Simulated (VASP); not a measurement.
Set up this calculation in VASP 6.6.1, as the native input.

```yaml
Task: relaxation of cell and atoms
Functional: LDA
Potentials_or_basis: VASP PAW LDA potentials, release 64 (Ag, Cl)
Cutoff: 600 eV
k_mesh: 8 × 8 × 8
Occupations: fermi-dirac, width 0.02 eV
Spin: no spin polarisation
Dipole_correction: no
Further_INCAR_settings: ALGO = Normal; EDIFF = 1e-07; IBRION = 2; EDIFFG = -0.005; NSW = 80; ISIF = 3
```

The structure of AgCl lies in POSCAR:

```
AgCl
1.0
    0.0000000000      2.8053419179      2.8053419179
    2.8053419179      0.0000000000      2.8053419179
    2.8053419179      2.8053419179      0.0000000000
Ag Cl
1 1
Direct
    0.0000000000      0.0000000000      0.0000000000
    0.5000000000      0.5000000000      0.5000000000
```

One way to write it, as run:

INCAR

```
ALGO = Normal
EDIFF = 1E-7
EDIFFG = -0.005
ENCUT = 600
IBRION = 2
ISIF = 3
ISMEAR = -1
LASPH = True
LCHARG = False
LREAL = False
LWAVE = False
NELM = 80
NSW = 80
PREC = Accurate
SIGMA = 0.02
```

KPOINTS

```
k-points
0
Gamma
  8 8 8
```

Potentials or basis: VASP PAW LDA potentials, release 64 (Ag, Cl).

The run is started by

```console
$ cat potpaw_LDA.64/Ag/POTCAR potpaw_LDA.64/Cl/POTCAR > POTCAR
$ mpirun -np 1 vasp_std > vasp.out
```

Results of the run:

```yaml
Relaxed_volume: 19.21 Å³/atom
Relaxed_cell: a = 3.788 Å, b = 3.788 Å, c = 3.788 Å, α = 60.00°, β = 60.00°, γ = 60.00°
Space_group_after_relaxing_to_0.1_Å: Fm-3m (No. 225)
Energy_gained_by_relaxing: 69.7 meV/atom
Ionic_steps: 3
Pressure_after_relaxing: 0.0 GPa
Band_gap_on_the_k_mesh: 0.65 eV (least direct gap 3.36 eV)
```

Caveat: semilocal functionals underestimate gaps, and a narrow one can read as zero.

Run time: 17 s on 1 thread of Intel(R) Xeon(R) Platinum 8559C (Emerald Rapids) (shared host), peak memory 0.17 GiB.
